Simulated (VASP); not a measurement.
# InP3 (R-3m) in VASP: a series of runs

InP3 is run at these levels: PBEsol; tasks: single point.

Everything below comes from runs of VASP 6.6.1. Logs are shortened: lines on timing, memory, paths and dates and some standing lists are left out, and cuts for length are marked.

## Step 1: The cell of the first run

It takes space group R-3m (No. 166, trigonal). The conventional cell has a = 7.430 Å, b = 7.430 Å, c = 10.625 Å, α = 90.00°, β = 90.00°, γ = 120.00°. In (site symmetry 3m) has 6 P at 2.68 to 3.00 Å within 3.5 Å. P (site symmetry m) has 2 P at 2.26 Å and 2 In at 2.68 to 3.00 Å within 3.0 Å.

## Step 2: Single point, PBEsol (strain +0.000 along x and y, +0.080 along z)

Input file INCAR:

```
SYSTEM = InP3
ALGO = Normal
EDIFF = 1E-7
ENCUT = 520
GGA = PS
ISIF = 2
ISMEAR = 0
LASPH = .True.
LCHARG = .False.
LREAL = .False.
LWAVE = .False.
NBANDS = 38
NELM = 80
PREC = Accurate
SIGMA = 0.15
```

Input file KPOINTS:

```
k-points
0
Gamma
  6 6 6
  0 0 0
```

Input file POSCAR:

```
InP3
1.0
    3.7149867798      2.1448486173      3.5417263837
   -3.7149867798      2.1448486173      3.5417263837
    0.0000000000     -4.2896972347      3.5417263837
In P
2 6
Direct
    0.2732789115      0.2732789115      0.2732789115
    0.7267210885      0.7267210885      0.7267210885
    0.7947108827      0.2411926280      0.7947108827
    0.7947108827      0.7947108827      0.2411926280
    0.2411926280      0.7947108827      0.7947108827
    0.2052891173      0.7588073720      0.2052891173
    0.7588073720      0.2052891173      0.2052891173
    0.2052891173      0.2052891173      0.7588073720
```

Potentials or basis: VASP PAW PBE potentials, release 64 (In_d, P).

Started as:

```bash
$ cat potpaw_PBE.64/In_d/POTCAR potpaw_PBE.64/P/POTCAR > POTCAR
$ mpirun -np 1 vasp_std > vasp.out
```

OUTCAR:

```text
SYSTEM = InP3
   EDIFF = 1E-7
   ENCUT = 520
   GGA = PS
   ISIF = 2
   ISMEAR = 0
   LASPH = .True.
   LREAL = .False.
   NELM = 80
   PREC = Accurate

 ion  position               nearest neighbor table
   1  0.273  0.273  0.273-   6 2.68   7 2.68   8 2.68   6 3.00   7 3.00   8 3.00
   2  0.727  0.727  0.727-   3 2.68   5 2.68   4 2.68   3 3.00   5 3.00   4 3.00
   3  0.795  0.241  0.795-   8 2.26   7 2.26   2 2.68   2 3.00
   4  0.795  0.795  0.241-   6 2.26   7 2.26   2 2.68   2 3.00
   5  0.241  0.795  0.795-   8 2.26   6 2.26   2 2.68   2 3.00
   6  0.205  0.759  0.205-   4 2.26   5 2.26   1 2.68   1 3.00
   7  0.759  0.205  0.205-   4 2.26   3 2.26   1 2.68   1 3.00
   8  0.205  0.205  0.759-   3 2.26   5 2.26   1 2.68   1 3.00

  LATTYP: Found a trigonal (rhomboedric) cell.
 ALAT       =     5.5628525185
 COS(alpha) =     0.1080316414

  Lattice vectors:

 A1 = (   3.7149867798,   2.1448486173,   3.5417263837)
 A2 = (  -3.7149867798,   2.1448486173,   3.5417263837)
 A3 = (   0.0000000000,  -4.2896972347,   3.5417263837)

Analysis of symmetry for initial positions (statically):
=====================================================================
 Subroutine PRICEL returns:
 Original cell was already a primitive cell.

 Routine SETGRP: Setting up the symmetry group for a
 trigonal (rhombohedral) supercell.

 Subroutine GETGRP returns: Found 12 space group operations
 (whereof 12 operations were pure point group operations)
 out of a pool of 12 trial point group operations.

The static configuration has the point symmetry D_3d.

Analysis of symmetry for dynamics (positions and initial velocities):
=====================================================================
 Subroutine PRICEL returns:
 Original cell was already a primitive cell.

 Routine SETGRP: Setting up the symmetry group for a
 trigonal (rhombohedral) supercell.

 Subroutine GETGRP returns: Found 12 space group operations
 (whereof 12 operations were pure point group operations)
 out of a pool of 12 trial point group operations.

The dynamic configuration has the point symmetry D_3d.

 Subroutine INISYM returns: Found 12 space group operations
 (whereof 12 operations are pure point group operations),
 and found     1 'primitive' translations

----------------------------------------------------------------------------------------

                                     Primitive cell

  volume of cell :     169.3246

  direct lattice vectors                    reciprocal lattice vectors
     3.714986780  2.144848617  3.541726384     0.134589981  0.077705562  0.094116060
    -3.714986780  2.144848617  3.541726384    -0.134589981  0.077705562  0.094116060
     0.000000000 -4.289697235  3.541726384     0.000000000 -0.155411123  0.094116060

  length of vectors
     5.562852518  5.562852518  5.562852518     0.181687782  0.181687782  0.181687782

  position of ions in fractional coordinates (direct lattice)
     0.273278912  0.273278912  0.273278912
     0.726721088  0.726721088  0.726721088
     0.794710883  0.241192628  0.794710883
     0.794710883  0.794710883  0.241192628
     0.241192628  0.794710883  0.794710883
     0.205289117  0.758807372  0.205289117
     0.758807372  0.205289117  0.205289117
     0.205289117  0.205289117  0.758807372

  ion indices of the primitive-cell ions
   primitive index   ion index
                 1           1
                 2           2
                 3           3
                 4           4
                 5           5
                 6           6
                 7           7
                 8           8

----------------------------------------------------------------------------------------

 KPOINTS: k-points

Automatic generation of k-mesh.
 Grid dimensions read from file:
 generate k-points for:    6    6    6

 Generating k-lattice:

  Cartesian coordinates                     Fractional coordinates (reciprocal lattice)
     0.022431663  0.012950927  0.015686010     0.166666667 -0.000000000  0.000000000
    -0.022431663  0.012950927  0.015686010    -0.000000000  0.166666667  0.000000000
     0.000000000 -0.025901854  0.015686010     0.000000000  0.000000000  0.166666667

  Length of vectors
     0.030281297  0.030281297  0.030281297

  Shift w.r.t. Gamma in fractional coordinates (k-lattice)
     0.000000000  0.000000000  0.000000000

 Subroutine IBZKPT returns following result:
 ===========================================

 Found     32 irreducible k-points:

 Following reciprocal coordinates:
            Coordinates               Weight
  0.000000  0.000000  0.000000      1.000000
  0.166667  0.000000 -0.000000      6.000000
  0.333333 -0.000000 -0.000000      6.000000
  0.500000  0.000000 -0.000000      3.000000
  0.166667  0.166667 -0.000000      6.000000
  0.333333  0.166667 -0.000000     12.000000
[... 16 lines left out ...]
  0.500000  0.500000  0.166667      6.000000
 -0.333333  0.500000  0.166667     12.000000
 [... further k-points ...]
   k-points           NKPTS =     32   k-points in BZ     NKDIM =     32   number of bands    NBANDS=     38
   number of dos      NEDOS =    301   number of ions     NIONS =      8
   total plane-waves  NPLWV =  74088
   dimension x,y,z NGX =    42 NGY =   42 NGZ =   42
   dimension x,y,z NGXF=    84 NGYF=   84 NGZF=   84
   ions per type =               2   6
   NGX,Y,Z   is equivalent  to a cutoff of  12.55, 12.55, 12.55 a.u.
   NGXF,Y,Z  is equivalent  to a cutoff of  25.10, 25.10, 25.10 a.u.
 SYSTEM =  InP3
   PREC   = accura    normal or accurate (medium, high low for compatibility)
   ISTART =      0    job   : 0-new  1-cont  2-samecut
   ICHARG =      2    charge: 1-file 2-atom 10-const
   ISPIN  =      1    spin polarized calculation?
   LNONCOLLINEAR =      F non collinear calculations
   LSORBIT =      F    spin-orbit coupling
   LASPH  =      T    aspherical Exc in radial PAW
   ENCUT  =  520.0 eV  38.22 Ry    6.18 a.u.  10.34 10.34 10.34*2*pi/ulx,y,z
   NELM   =     80;   NELMIN=  2; NELMDL= -5     # of ELM steps
   EDIFF  = 0.1E-06   stopping-criterion for ELM
   LREAL  =      F    real-space projection
   EDIFFG = 0.1E-05   stopping-criterion for IOM
   NSW    =      0    number of steps for IOM
   IBRION =     -1    ionic relax: 0-MD 1-quasi-New 2-CG
   NFREE  =      0    steps in history (QN), initial steepest desc. (CG)
   ISIF   =      2    stress and relaxation
   ISYM   =      2    0-nonsym 1-usesym 2-fastsym
   POTIM  = 0.5000    time-step for ionic-motion
   TEBEG  =    0.0;   TEEND  =   0.0 temperature during run
   PSTRESS=    0.0 pullay stress
   NELECT =      56.0000    total number of electrons
   NUPDOWN=      -1.0000    fix difference up-down
   EMIN   =  10.00;   EMAX   =-10.00  energy-range for DOS
   EFERMI =   0.00;   METHOD = LEGACY
   ISMEAR =     0;   SIGMA  =   0.15  broadening in eV -4-tet -1-fermi 0-gaus
   EFERMI_NEDOS =   21; number of points for ismear=-14 and -15
   IALGO  =     38    algorithm
   IMIX   =      4    mixing-type and parameters
     AMIX     =   0.40;   BMIX     =  1.00
     AMIX_MAG =   1.60;   BMIX_MAG =  1.00
  volume/ion in A,a.u.               =      21.17       142.83
  Fermi-wavevector in a.u.,A,eV,Ry     =   1.132133  2.139421 17.438929  1.281725
  Thomas-Fermi vector in A             =   2.268833
   LORBIT       =      0    0 simple, 1 ext, 2 COOP (PROOUT), +10 PAW based schemes
   GGA     = PS    functional components
   LHFCALC =     F    Hartree Fock is set to
   AEXX    =    0.0000 exact exchange contribution
   IVDW    =     0    specifies the selected vdW correction
   LEPSILON=     F    determine dielectric tensor
   LRPA    =     F    only Hartree local field effects (RPA)
 non-spin polarized calculation
 Gauss-broadening in eV      SIGMA  =   0.15
  energy-cutoff  :      520.00
  volume of cell :      169.32
 maximum number of plane-waves:      4585
 NGX is ok and might be reduce to    42
   NGX = 21   NGY = 21   NGZ = 21

 number of electron      56.0000019 magnetization

 Free energy of the ion-electron system (eV)
  ---------------------------------------------------
  ext. energy  EPLUGINS =         0.00000000
  ---------------------------------------------------
  free energy    TOTEN  =       -41.03316219 eV

  energy without entropy =      -41.02396406  energy(sigma->0) =      -41.02856313

 E-fermi :   6.0571     XC(G=0): -10.0404

 val. band max:        5.9466539103   @ k =   0.3333   0.3333   0.1667
 cond. band min:       6.0926037629   @ k =   0.5000   0.5000   0.0000
 fundamental gap:      0.1459498526
 Fermi energy:         6.0571085377

 k-point     1 :       0.0000    0.0000    0.0000
  band No.  band energies     occupation
      1      -8.3523      2.00000
      2      -8.3523      2.00000
      3      -8.2525      2.00000
      4      -8.2525      2.00000
      5      -8.1766      2.00000
      6      -8.1681      2.00000
[... 30 lines left out ...]
     37      11.5356      0.00000
     38      12.6996      0.00000

 k-point     2 :       0.1667    0.0000   -0.0000
  band No.  band energies     occupation
      1      -8.3543      2.00000
      2      -8.3452      2.00000
      3      -8.2568      2.00000
      4      -8.2486      2.00000
      5      -8.1790      2.00000
      6      -8.1721      2.00000
[... 30 lines left out ...]
     37      10.9989      0.00000
     38      12.1356      0.00000

 k-point     3 :       0.3333   -0.0000   -0.0000
  band No.  band energies     occupation
      1      -8.3547      2.00000
      2      -8.3279      2.00000
      3      -8.2684      2.00000
      4      -8.2434      2.00000
      5      -8.1834      2.00000
      6      -8.1759      2.00000
[... 30 lines left out ...]
     37      11.1542      0.00000
[... 781 lines left out ...]
 k-point    23 :       0.5000    0.5000    0.1667
  band No.  band energies     occupation
      1      -8.3439      2.00000
      2      -8.2613      2.00000
      3      -8.2472      2.00000
      4      -8.2342      2.00000
      5      -8.2057      2.00000
      6      -8.1753      2.00000
[... 30 lines left out ...]
     37      10.1780      0.00000
     38      10.2170      0.00000

 k-point    24 :      -0.3333    0.5000    0.1667
  band No.  band energies     occupation
      1      -8.3544      2.00000
      2      -8.2659      2.00000
      3      -8.2538      2.00000
      4      -8.2389      2.00000
      5      -8.1932      2.00000
      6      -8.1780      2.00000
[... 30 lines left out ...]
     37      10.2860      0.00000
     38      10.7070      0.00000

 [... further k-points ...]

------------------------ aborting loop because EDIFF is reached ----------------------------------------

  FORCE on cell =-STRESS in cart. coord.  units (eV):
  Direction    XX          YY          ZZ          XY          YZ          ZX
  --------------------------------------------------------------------------------------
  -------------------------------------------------------------------------------------
  Total       -3.0545722     -3.0545722     -8.0995968      0.0000000      0.0000000      0.0000000
  in kB      -28.9028588    -28.9028588    -76.6397017      0.0000000      0.0000000      0.0000000
  external PRESSURE =     -44.8151397 kB  Pullay stress =       0.0000000 kB

 VOLUME and BASIS-vectors are now :
 -----------------------------------------------------------------------------
  energy-cutoff  :      520.00
  volume of cell :      169.32
      direct lattice vectors                 reciprocal lattice vectors
     3.714986780  2.144848617  3.541726384     0.134589981  0.077705562  0.094116060
    -3.714986780  2.144848617  3.541726384    -0.134589981  0.077705562  0.094116060
     0.000000000 -4.289697235  3.541726384     0.000000000 -0.155411123  0.094116060

 POSITION                                       TOTAL-FORCE (eV/Angst)
 -----------------------------------------------------------------------------------
      0.00000     -0.00000      2.90364        -0.000000     -0.000000      0.074387
      0.00000     -0.00000      7.72154        -0.000000      0.000000     -0.074387
      2.05631     -1.18721      6.48354         0.165308     -0.095440      0.780180
      0.00000      2.37443      6.48354        -0.000000      0.190881      0.780180
     -2.05631     -1.18721      6.48354        -0.165308     -0.095440      0.780180
     -2.05631      1.18721      4.14164        -0.165308      0.095440     -0.780180
      2.05631      1.18721      4.14164         0.165308      0.095440     -0.780180
      0.00000     -2.37443      4.14164        -0.000000     -0.190881     -0.780180
 -----------------------------------------------------------------------------------
    total drift:                               -0.000000      0.000000     -0.000000

  FREE ENERGIE OF THE ION-ELECTRON SYSTEM (eV)
  ---------------------------------------------------
  free  energy   TOTEN  =       -41.0331621934 eV

  energy  without entropy=      -41.0239640605  energy(sigma->0) =      -41.02856313
```

Run time: 2.2 min. Hardware: 1 thread of AMD EPYC 9R45 (Zen 5), shared host; peak memory 0.32 GiB.

What came out:

```yaml
Free_energy: -41.0332 eV
Pressure: -4.5 GPa
Largest_force: 0.803 eV/Å
Band_gap_on_the_k_mesh: zero (bands 28 and 29 overlap by 0.66 eV)
```

Forces in eV/Å, atoms in the order of the input:
```
In   0.000  0.000  0.074
In   0.000  0.000 -0.074
P    0.165 -0.095  0.780
P    0.000  0.191  0.780
P   -0.165 -0.095  0.780
P   -0.165  0.095 -0.780
P    0.165  0.095 -0.780
P    0.000 -0.191 -0.780
```

Levels at points of the mesh, in eV from the Fermi level:
```tsv
k point	band 26	band 27	band 28	band 29	band 30	band 31
(0.00, 0.00, 0.00)	-1.99	-0.98	-0.80	-0.46	-0.46	2.24
(0.50, 0.00, 0.00)	-1.32	-1.28	-1.15	0.38	2.34	2.43
(0.50, 0.50, 0.00)	-1.01	-0.71	0.04	1.34	1.39	1.77
(0.50, 0.50, 0.50)	0.05	0.11	0.11	1.34	1.34	1.51
```

Caveat: the cell differs from its parent crystal (strain +0.000 along x and y, +0.080 along z); the cell stands under tension; semilocal functionals underestimate gaps, so a narrow gap can read as zero; the PAW data sets were made with another functional, which shifts forces and pressure a little; spin-orbit coupling is left out, which moves the levels of the heavy elements.

## Step 3: Single point, PBEsol (strain +0.040 along x and y, +0.000 along z)

Input file INCAR:

```
ALGO = Normal
EDIFF = 1E-6
ENCUT = 520
GGA = PS
ISIF = 2
ISMEAR = 0
LASPH = True
LCHARG = False
LREAL = False
LWAVE = False
NBANDS = 38
NELM = 100
PREC = Accurate
SIGMA = 0.15
```

Input file KPOINTS:

```
k-points
0
Gamma
  6 6 6
```

POSCAR: that of step 2 with these lines changed.

```diff
@@ -2,5 +2,5 @@
 1.0
-    3.7149867798      2.1448486173      3.5417263837
-   -3.7149867798      2.1448486173      3.5417263837
-    0.0000000000     -4.2896972347      3.5417263837
+    3.8635862510      2.2306425620      3.2793762812
+   -3.8635862510      2.2306425620      3.2793762812
+    0.0000000000     -4.4612851241      3.2793762812
 In P
```

Potentials or basis: VASP PAW PBE potentials, release 64 (In_d, P).

Started as:

```bash
$ cat potpaw_PBE.64/In_d/POTCAR potpaw_PBE.64/P/POTCAR > POTCAR
$ mpirun -np 1 vasp_std > vasp.out
```

OUTCAR:

```text
EDIFF = 1E-6
   ENCUT = 520
   GGA = PS
   ISIF = 2
   ISMEAR = 0
   LASPH = True
   LREAL = False
   NELM = 100
   PREC = Accurate

 ion  position               nearest neighbor table
   1  0.273  0.273  0.273-   6 2.72   7 2.72   8 2.72   6 2.92   7 2.92   8 2.92
   2  0.727  0.727  0.727-   3 2.72   5 2.72   4 2.72   3 2.92   5 2.92   4 2.92
   3  0.795  0.241  0.795-   8 2.28   7 2.28   2 2.72   2 2.92
   4  0.795  0.795  0.241-   6 2.28   7 2.28   2 2.72   2 2.92
[... 1201 lines left out ...]
  Total       -8.0892247     -8.0892247     -3.3986377      0.0000000      0.0000000      0.0000000
  in kB      -76.4283328    -76.4283328    -32.1108904      0.0000000      0.0000000      0.0000000
  external PRESSURE =     -61.6558520 kB  Pullay stress =       0.0000000 kB

 VOLUME and BASIS-vectors are now :
 -----------------------------------------------------------------------------
  energy-cutoff  :      520.00
  volume of cell :      169.58
      direct lattice vectors                 reciprocal lattice vectors
     3.863586251  2.230642562  3.279376281     0.129413443  0.074716886  0.101645345
    -3.863586251  2.230642562  3.279376281    -0.129413443  0.074716886  0.101645345
     0.000000000 -4.461285124  3.279376281     0.000000000 -0.149433773  0.101645345

 POSITION                                       TOTAL-FORCE (eV/Angst)
 -----------------------------------------------------------------------------------
      0.00000     -0.00000      2.68855        -0.000000      0.000000     -0.017411
      0.00000     -0.00000      7.14958        -0.000000     -0.000000      0.017411
      2.13857     -1.23470      6.00327         0.395215     -0.228178      0.365169
      0.00000      2.46940      6.00327        -0.000000      0.456355      0.365169
     -2.13857     -1.23470      6.00327        -0.395215     -0.228178      0.365169
     -2.13857      1.23470      3.83486        -0.395215      0.228178     -0.365169
      2.13857      1.23470      3.83486         0.395215      0.228178     -0.365169
      0.00000     -2.46940      3.83486        -0.000000     -0.456355     -0.365169
 -----------------------------------------------------------------------------------
    total drift:                               -0.000000      0.000000     -0.000000

  FREE ENERGIE OF THE ION-ELECTRON SYSTEM (eV)
  ---------------------------------------------------
  free  energy   TOTEN  =       -41.0206978460 eV

  energy  without entropy=      -41.0090686389  energy(sigma->0) =      -41.01488324
```

stdout:

```text
POSCAR found type information on POSCAR InP
 POSCAR found :  2 types and       8 ions
 scaLAPACK will be used
 -----------------------------------------------------------------------------
|                                                                             |
|                                                                             |
|     You enforced a specific xc type in the INCAR file but a different       |
|     I HOPE YOU KNOW WHAT YOU ARE DOING!                                     |
|                                                                             |
 -----------------------------------------------------------------------------

 LDA part: xc-table for (Slater+PW92), standard interpolation
 POSCAR, INCAR and KPOINTS ok, starting setup
 FFT: planning ... GRIDC
 FFT: planning ... GRID_SOFT
 FFT: planning ... GRID
 WAVECAR not read
 entering main loop
```

Wall time 1.9 min (1 thread of AMD EPYC 9R45 (Zen 5), shared host); peak memory 0.33 GiB.

Results:

```yaml
Free_energy: -41.0207 eV
Pressure: -6.2 GPa
Largest_force: 0.584 eV/Å
Band_gap_on_the_k_mesh: zero (bands 28 and 29 overlap by 0.71 eV)
```

Forces in eV/Å, atoms in the order of the input:
```
In   0.000  0.000 -0.017
In   0.000  0.000  0.017
P    0.395 -0.228  0.365
P    0.000  0.456  0.365
P   -0.395 -0.228  0.365
P   -0.395  0.228 -0.365
P    0.395  0.228 -0.365
P    0.000 -0.456 -0.365
```

Stress tensor (GPa, compression positive):
```
-7.64  0.00  0.00
 0.00 -7.64  0.00
 0.00  0.00 -3.21
```

Caveat: the cell differs from its parent crystal (strain +0.040 along x and y, +0.000 along z); the cell stands under tension; semilocal functionals underestimate gaps, so a narrow gap can read as zero; the PAW data sets were made with another functional, which shifts forces and pressure a little; spin-orbit coupling is left out, which moves the levels of the heavy elements.

(Continued in part 2 of 2.)
